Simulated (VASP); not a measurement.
Set up this calculation in VASP 6.6.1, as the native input.

- Task: single point
- Functional: PBE
- Potentials or basis: VASP PAW PBE potentials, release 64 (Ti_sv)
- Cutoff: 550 eV
- k mesh: 6 × 6 × 6
- Occupations: gaussian, width 0.1 eV
- Spin: no spin polarisation
- Dipole correction: no
- Second try: not_converged
- Further INCAR settings: ALGO = All; EDIFF = 1e-06; NBANDS = 25

The structure of Ti lies in POSCAR:

```
Ti
1.0
    4.5673748306      0.0000000000      0.0000000000
   -2.2836874153      3.9554626319      0.0000000000
    0.0000000000      0.0000000000      2.8262442700
Ti
3
Direct
    0.0000000000      0.0000000000      0.0000000000
    0.3333333300      0.6666666700      0.5000000000
    0.6666666700      0.3333333300      0.5000000000
```

This isn't the form of Ti at room conditions, which is hcp.

These files were run (other wordings do the same):

INCAR

```
SYSTEM = Ti
PREC     = Accurate       ! precision mode
ENCUT    = 550            ! plane-wave cutoff, eV
EDIFF    = 1E-6           ! SCF threshold, eV
ISMEAR   = 0              ! smearing method
SIGMA    = 0.1            ! smearing width, eV
LREAL    = .False.        ! projectors in reciprocal space
LASPH    = .True.         ! aspherical terms in the spheres
NELM     = 300            ! most SCF steps
ALGO     = All            ! electronic algorithm
ISIF     = 2              ! what is computed and relaxed
LWAVE    = .False.        ! write WAVECAR
LCHARG   = .True.         ! write CHGCAR
GGA      = PE             ! functional
LVHAR    = .True.       
NBANDS   = 25             ! bands
GGA_COMPAT= .False.      
ISEARCH  = 1            
KPAR     = 4
```

KPOINTS

```
regular mesh
0
Gamma
  6 6 6
  0 0 0
```

Potentials or basis: VASP PAW PBE potentials, release 64 (Ti_sv).

The run is started by

```sh
$ cat potpaw_PBE.64/Ti_sv/POTCAR > POTCAR
$ mpirun -np 4 vasp_std > vasp.out
```

Results of the run:

```
Pressure               : 0.7 GPa
Band gap on the k mesh : zero (bands 18 and 19 overlap by 0.23 eV)
```

Caveat: the k points lie up to 0.37 Å⁻¹ apart.

Wall time 28 s on 4 MPI ranks on Intel(R) Xeon(R) Platinum 8259CL CPU @ 2.50GHz (Skylake/Cascade Lake), on a shared host, peak memory 0.2 GiB a rank.
